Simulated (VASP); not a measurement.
# Al2Pt (Fm-3m) in VASP: further runs

Al2Pt is run at these levels: PBE; tasks: single point.

All numbers are computed with VASP 6.6.1; they aren't measurements. Logs are shortened: lines on timing, memory, paths and dates and some standing lists are left out, and cuts for length are marked.

## (1) The cell of the first run

The structure is cubic, space group Fm-3m (No. 225). Conventional cell: a = 5.910 Å, b = 5.910 Å, c = 5.910 Å, α = 90.00°, β = 90.00°, γ = 90.00°. Al (site symmetry -43m) has 4 Pt at 2.56 Å and 6 Al at 2.96 Å within 3.4 Å. Within 3.4 Å of Pt (site symmetry m-3m) lie 8 Al at 2.56 Å.

## (2) Single point, PBE

Contents of INCAR:

```
PREC = Accurate ; ENCUT = 520
EDIFF = 1E-6 ; ISMEAR = 1
SIGMA = 0.3 ; LREAL = False
LASPH = True ; NELM = 60
ALGO = Normal ; ISIF = 2
LWAVE = False ; LCHARG = False
GGA = PE ; NBANDS = 15
```

Contents of KPOINTS:

```
Automatic mesh
0
Gamma
  7 7 7
```

Contents of POSCAR:

```
Al2Pt
1.0
    0.0000000000      2.9550000000      2.9550000000
    2.9550000000      0.0000000000      2.9550000000
    2.9550000000      2.9550000000      0.0000000000
Al Pt
2 1
Direct
    0.2500000000      0.2500000000      0.2500000000
    0.7500000000      0.7500000000      0.7500000000
    0.0000000000      0.0000000000      0.0000000000
```

Potentials or basis: VASP PAW PBE potentials, release 64 (Al, Pt).

Started as:

```
cat potpaw_PBE.64/Al/POTCAR potpaw_PBE.64/Pt/POTCAR > POTCAR
mpirun -np 1 vasp_std > vasp.out
```

OUTCAR:

```text
PREC = Accurate
   ENCUT = 520
   EDIFF = 1E-6
   ISMEAR = 1
   LREAL = False
   LASPH = True
   NELM = 60
   ISIF = 2
   GGA = PE

 ion  position               nearest neighbor table
   1  0.250  0.250  0.250-   3 2.56   3 2.56   3 2.56   3 2.56   2 2.96   2 2.96   2 2.96   2 2.96
                             2 2.96   2 2.96
   2  0.750  0.750  0.750-   3 2.56   3 2.56   3 2.56   3 2.56   1 2.96   1 2.96   1 2.96   1 2.96
                             1 2.96   1 2.96
   3  0.000  0.000  0.000-   2 2.56   2 2.56   2 2.56   1 2.56   2 2.56   1 2.56   1 2.56   1 2.56

  LATTYP: Found a face centered cubic cell.
 ALAT       =     5.9100000000

  Lattice vectors:

 A1 = (   0.0000000000,   2.9550000000,   2.9550000000)
 A2 = (   2.9550000000,   0.0000000000,   2.9550000000)
 A3 = (   2.9550000000,   2.9550000000,   0.0000000000)

Analysis of symmetry for initial positions (statically):
=====================================================================
 Subroutine PRICEL returns:
 Original cell was already a primitive cell.

 Routine SETGRP: Setting up the symmetry group for a
 face centered cubic supercell.

 Subroutine GETGRP returns: Found 48 space group operations
 (whereof 48 operations were pure point group operations)
 out of a pool of 48 trial point group operations.

The static configuration has the point symmetry O_h .

Analysis of symmetry for dynamics (positions and initial velocities):
=====================================================================
 Subroutine PRICEL returns:
 Original cell was already a primitive cell.

 Routine SETGRP: Setting up the symmetry group for a
 face centered cubic supercell.

 Subroutine GETGRP returns: Found 48 space group operations
 (whereof 48 operations were pure point group operations)
 out of a pool of 48 trial point group operations.

The dynamic configuration has the point symmetry O_h .

 Subroutine INISYM returns: Found 48 space group operations
 (whereof 48 operations are pure point group operations),
 and found     1 'primitive' translations

----------------------------------------------------------------------------------------

                                     Primitive cell

  volume of cell :      51.6063

  direct lattice vectors                    reciprocal lattice vectors
     0.000000000  2.955000000  2.955000000    -0.169204738  0.169204738  0.169204738
     2.955000000  0.000000000  2.955000000     0.169204738 -0.169204738  0.169204738
     2.955000000  2.955000000  0.000000000     0.169204738  0.169204738 -0.169204738

  length of vectors
[... 91 lines left out ...]
   NUPDOWN=      -1.0000    fix difference up-down
   EMIN   =  10.00;   EMAX   =-10.00  energy-range for DOS
   EFERMI =   0.00;   METHOD = LEGACY
   ISMEAR =     1;   SIGMA  =   0.30  broadening in eV -4-tet -1-fermi 0-gaus
   EFERMI_NEDOS =   21; number of points for ismear=-14 and -15
   IALGO  =     38    algorithm
   IMIX   =      4    mixing-type and parameters
     AMIX     =   0.40;   BMIX     =  1.00
     AMIX_MAG =   1.60;   BMIX_MAG =  1.00
  volume/ion in A,a.u.               =      17.20       116.09
  Fermi-wavevector in a.u.,A,eV,Ry     =   1.108019  2.093853 16.703966  1.227707
  Thomas-Fermi vector in A             =   2.244541
   LORBIT       =      0    0 simple, 1 ext, 2 COOP (PROOUT), +10 PAW based schemes
   GGA     = PE    functional components
   LHFCALC =     F    Hartree Fock is set to
   AEXX    =    0.0000 exact exchange contribution
   IVDW    =     0    specifies the selected vdW correction
   LEPSILON=     F    determine dielectric tensor
   LRPA    =     F    only Hartree local field effects (RPA)
 non-spin polarized calculation
 Methfessel and Paxton  Order N= 1 SIGMA  =   0.30
  energy-cutoff  :      520.00
  volume of cell :       51.61
 maximum number of plane-waves:      1411
   NGX = 15   NGY = 15   NGZ = 15

 number of electron      16.0000000 magnetization

 Free energy of the ion-electron system (eV)
  ---------------------------------------------------
  ext. energy  EPLUGINS =         0.00000000
  ---------------------------------------------------
  free energy    TOTEN  =       -16.24381578 eV

  energy without entropy =      -16.22896018  energy(sigma->0) =      -16.23886392

 E-fermi :   7.8752     XC(G=0): -10.7007

 val. band max:        7.8234305315   @ k =  -0.2857   0.1429   0.0000
 cond. band min:       7.8820231518   @ k =  -0.1429   0.1429   0.0000
 fundamental gap:      0.0585926203
 Fermi energy:         7.8752271491

 k-point     1 :       0.0000    0.0000    0.0000
  band No.  band energies     occupation
      1      -2.3279      2.00000
      2       2.8420      2.00000
      3       2.8420      2.00000
      4       2.8420      2.00000
      5       4.1949      2.00000
      6       4.1949      2.00000
      7      10.8587     -0.00000
      8      11.7224     -0.00000
      9      11.7224     -0.00000
     10      11.7224     -0.00000
     11      13.3078     -0.00000
     12      13.3078     -0.00000
     13      13.3078     -0.00000
     14      14.2386      0.00000
[... 329 lines left out ...]
      2       1.9259      2.00000
      3       2.5991      2.00000
      4       3.1134      2.00000
      5       3.9910      2.00000
      6       4.4064      2.00000
      7       5.0829      2.00000
      8       5.4995      2.00000
      9       7.2279      2.00929
     10      12.1348     -0.00000
     11      13.6499     -0.00000
     12      13.9828      0.00000
     13      15.0922      0.00000
     14      17.0840      0.00000
     15      19.3670      0.00000

------------------------ aborting loop because EDIFF is reached ----------------------------------------

  FORCE on cell =-STRESS in cart. coord.  units (eV):
  Direction    XX          YY          ZZ          XY          YZ          ZX
  --------------------------------------------------------------------------------------
  -------------------------------------------------------------------------------------
  Total        0.7418585      0.7418585      0.7418585      0.0000000      0.0000000      0.0000000
  in kB       23.0318705     23.0318705     23.0318705      0.0000000      0.0000000      0.0000000
  external PRESSURE =      23.0318705 kB  Pullay stress =       0.0000000 kB

 VOLUME and BASIS-vectors are now :
 -----------------------------------------------------------------------------
  energy-cutoff  :      520.00
  volume of cell :       51.61
      direct lattice vectors                 reciprocal lattice vectors
     0.000000000  2.955000000  2.955000000    -0.169204738  0.169204738  0.169204738
     2.955000000  0.000000000  2.955000000     0.169204738 -0.169204738  0.169204738
     2.955000000  2.955000000  0.000000000     0.169204738  0.169204738 -0.169204738

 POSITION                                       TOTAL-FORCE (eV/Angst)
 -----------------------------------------------------------------------------------
      1.47750      1.47750      1.47750         0.000000      0.000000     -0.000000
      4.43250      4.43250      4.43250         0.000000     -0.000000      0.000000
      0.00000      0.00000      0.00000        -0.000000      0.000000     -0.000000
 -----------------------------------------------------------------------------------
    total drift:                                0.000000     -0.000000      0.000000

  FREE ENERGIE OF THE ION-ELECTRON SYSTEM (eV)
  ---------------------------------------------------
  free  energy   TOTEN  =       -16.2438157847 eV

  energy  without entropy=      -16.2289601815  energy(sigma->0) =      -16.23886392
```

It took 16 s on 1 thread of Intel Xeon 6975P-C, shared host; peak memory 0.18 GiB.

What came out:

```yaml
Free_energy: -16.2438 eV
Pressure: 2.3 GPa
Band_gap_on_the_k_mesh: zero (band 8 reaches 11.72 eV, above the bottom of band 9 at 6.54 eV)
```

Caveat: spin-orbit coupling is left out, which moves the levels of the heavy elements.

## (3) Single point, PBE

Contents of INCAR:

```
SYSTEM = Al2Pt
ALGO = Normal
EDIFF = 1E-6
ENCUT = 520
GGA = PE
ISIF = 2
ISMEAR = 1
LASPH = .TRUE.
LCHARG = .TRUE.
LELF = .TRUE.
LREAL = .FALSE.
LVHAR = .TRUE.
LWAVE = .FALSE.
NBANDS = 15
NELM = 100
PREC = Accurate
SIGMA = 0.2
```

Contents of KPOINTS:

```
k-points
0
G
  7 7 7
  0 0 0
```

POSCAR is that of step 2.

Potentials or basis: VASP PAW PBE potentials, release 64 (Al, Pt).

Started as:

```
cat potpaw_PBE.64/Al/POTCAR potpaw_PBE.64/Pt/POTCAR > POTCAR
mpirun -np 1 vasp_std > vasp.out
```

Wall time 18 s (1 thread of Intel Xeon 6975P-C, shared host); peak memory 0.18 GiB.

Results (log left out):

| Item | Value |
| --- | --- |
| Free energy | -16.2390 eV |
| Pressure | 2.3 GPa |
| Band gap on the k mesh | zero (band 8 reaches 11.72 eV, above the bottom of band 9 at 6.54 eV) |

Levels at points of the mesh, in eV from the Fermi level:
| k point | band 4 | band 5 | band 6 | band 7 | band 8 | band 9 | band 10 | band 11 | band 12 | band 13 |
| --- | --- | --- | --- | --- | --- | --- | --- | --- | --- | --- |
| (0.00, 0.00, 0.00) | -5.04 | -3.68 | -3.68 | 2.98 | 3.84 | 3.84 | 3.84 | 5.43 | 5.43 | 5.43 |

Caveat: spin-orbit coupling is left out, which moves the levels of the heavy elements.

## (4) Single point, PBE

Contents of INCAR:

```
SYSTEM = Al2Pt
  PREC = Accurate
  ENCUT = 520
  EDIFF = 1E-6
  ISMEAR = 1
  SIGMA = 0.1
  LREAL = .False.
  LASPH = .True.
  NELM = 80
  ALGO = Normal
  ISIF = 2
  LWAVE = .False.
  LCHARG = .False.
  GGA = PE
  NBANDS = 15
```

Contents of KPOINTS:

```
Automatic mesh
0
Gamma
  7 7 7
  0 0 0
```

POSCAR is that of step 3.

Started as:

```
cat potpaw_PBE.64/Al/POTCAR potpaw_PBE.64/Pt/POTCAR > POTCAR
mpirun -np 1 vasp_std > vasp.out
```

Wall time 18 s (1 thread of Intel Xeon 6975P-C, shared host); peak memory 0.18 GiB.

The run converged. Its results:

```yaml
Free_energy: -16.2365 eV
Pressure: 2.4 GPa
Band_gap_on_the_k_mesh: zero (band 8 reaches 11.72 eV, above the bottom of band 9 at 6.54 eV)
```

Levels at points of the mesh, in eV from the Fermi level:
| k point | band 4 | band 5 | band 6 | band 7 | band 8 | band 9 | band 10 | band 11 | band 12 | band 13 |
| --- | --- | --- | --- | --- | --- | --- | --- | --- | --- | --- |
| (0.00, 0.00, 0.00) | -5.05 | -3.70 | -3.70 | 2.96 | 3.83 | 3.83 | 3.83 | 5.41 | 5.41 | 5.41 |

Caveat: spin-orbit coupling is left out, which moves the levels of the heavy elements.

## (5) Single point, PBE

Contents of INCAR:

```
SYSTEM = Al2Pt
  PREC = Accurate
  ENCUT = 520
  EDIFF = 1E-6
  ISMEAR = 1
  SIGMA = 0.05
  LREAL = .FALSE.
  LASPH = .TRUE.
  NELM = 100
  ALGO = Normal
  ISIF = 2
  LWAVE = .FALSE.
  LCHARG = .FALSE.
  GGA = PE
  NBANDS = 15
```

Contents of KPOINTS:

```
regular mesh
0
G
  7 7 7
  0 0 0
```

POSCAR is that of step 4.

Started as:

```
cat potpaw_PBE.64/Al/POTCAR potpaw_PBE.64/Pt/POTCAR > POTCAR
mpirun -np 1 vasp_std > vasp.out
```

Wall time 19 s (1 thread of Intel Xeon 6975P-C, shared host); peak memory 0.18 GiB.

It converged, with:

| Quantity | Value |
| --- | --- |
| Free energy | -16.2369 eV |
| Pressure | 2.4 GPa |
| Band gap on the k mesh | zero (band 8 reaches 11.72 eV, above the bottom of band 9 at 6.54 eV) |

Levels at points of the mesh, in eV from the Fermi level:
| k point | band 4 | band 5 | band 6 | band 7 | band 8 | band 9 | band 10 | band 11 | band 12 | band 13 |
| --- | --- | --- | --- | --- | --- | --- | --- | --- | --- | --- |
| (0.00, 0.00, 0.00) | -5.07 | -3.72 | -3.72 | 2.95 | 3.81 | 3.81 | 3.81 | 5.40 | 5.40 | 5.40 |

Caveat: spin-orbit coupling is left out, which moves the levels of the heavy elements.

## (6) Overview

```tsv
smearing	gap on the mesh (eV)	pressure (GPa)
methfessel-paxton 0.3 eV	none	2.3
methfessel-paxton 0.2 eV	none	2.3
methfessel-paxton 0.1 eV	none	2.4
methfessel-paxton 0.05 eV	none	2.4
```

Alike in all rows: task single point; level PBE; potentials or basis VASP PAW PBE potentials, release 64 (Al, Pt); no spin polarisation; cell as given; k mesh 7 × 7 × 7; cutoff (eV) 520.

Every run on the cell as given and a fine mesh finds a metal.

Caveats: spin-orbit coupling is left out, which moves the levels of the heavy elements.

Total energies depend on the potentials used, so only differences within one code and one set of settings carry meaning.
